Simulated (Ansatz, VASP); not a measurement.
**TaN: VASP beside Ansatz**

The input INCAR:

```
SYSTEM = TaN
PREC = Accurate
ENCUT = 520
EDIFF = 1E-7
ISMEAR = -1
SIGMA = 0.05
LREAL = .False.
LASPH = .True.
NELM = 80
ALGO = Normal
ISIF = 2
LWAVE = .False.
LCHARG = .False.
GGA = PE
NBANDS = 15
```

File KPOINTS:

```
Automatic mesh
0
Gamma
  15 15 13
  0 0 0
```

Contents of POSCAR:

```
TaN
1.0
    2.5161187071      0.0000000000      0.0000000000
   -1.2580593536      2.1790227193      0.0000000000
    0.0000000000      0.0000000000      2.5495513361
Ta N
1 1
Direct
    0.0000000000      0.0000000000      0.0000000000
    0.3333333333      0.6666666667      0.5000000000
```

Input for Ansatz:

```yaml
crystal:
  lattice:
    - [2.5161187071, 0.0, 0.0]
    - [-1.2580593536, 2.1790227193, 0.0]
    - [0.0, 0.0, 2.5495513361]
  atoms:
    - { symbol: Ta, position: [0.0, 0.0, 0.0] }
    - { symbol: "N", position: [0.3333333333, 0.6666666667, 0.5] }
kpoints:
  mp_grid: { grid: [15, 15, 13] }
scf:
  occupations: { method: fermi_dirac, width: 0.05 }
hamiltonian:
  xc: pbe
  pseudopotentials: { kind: paw }
output:
  forces: true
  stress: true
  eigenvalues: true
  populations: true
  write_density: true
  write_potential: true
  elf: true
  volumetric_format: npy
```

Change from the starting cell: volume scaled by 0.64, PAW files.

Alike in both runs: task single point; functional PBE; k mesh 15 × 15 × 13; occupations fermi-dirac, width 0.05 eV; no spin polarisation.

|  | VASP | Ansatz |
| --- | --- | --- |
| version | VASP 6.6.1 | Ansatz 0.2.0 |
| potentials or method | VASP PAW PBE potentials, release 64 (Ta_pv, N) | PAW with Ansatz's default frozen-core files, scalar-relativistic |
| plane-wave cutoff (eV) | 520 | 420 |
| valence electrons in the cell | 16 | 18 |

VASP gave:

| Item | Value |
| --- | --- |
| pressure (GPa) | 389.2 |
| traceless stress, the component that is largest in VASP (GPa) | 0.78 |

Task: What did Ansatz give for the same quantities?

Result: Pressure (GPa): 380.3; traceless stress, the component that is largest in VASP (GPa): 0.01.

Both programs put the cell under a high pressure, so it lies far from rest at this level. The functional is the same, so the differences come from potentials, cutoffs and numerics. VASP's potentials hold 16 valence electrons a cell and Ansatz's 18, so a difference there can come from the potentials and not from the codes.

Spin-orbit coupling is off throughout. Noted on VASP's run: the cell as given lies far from equilibrium.
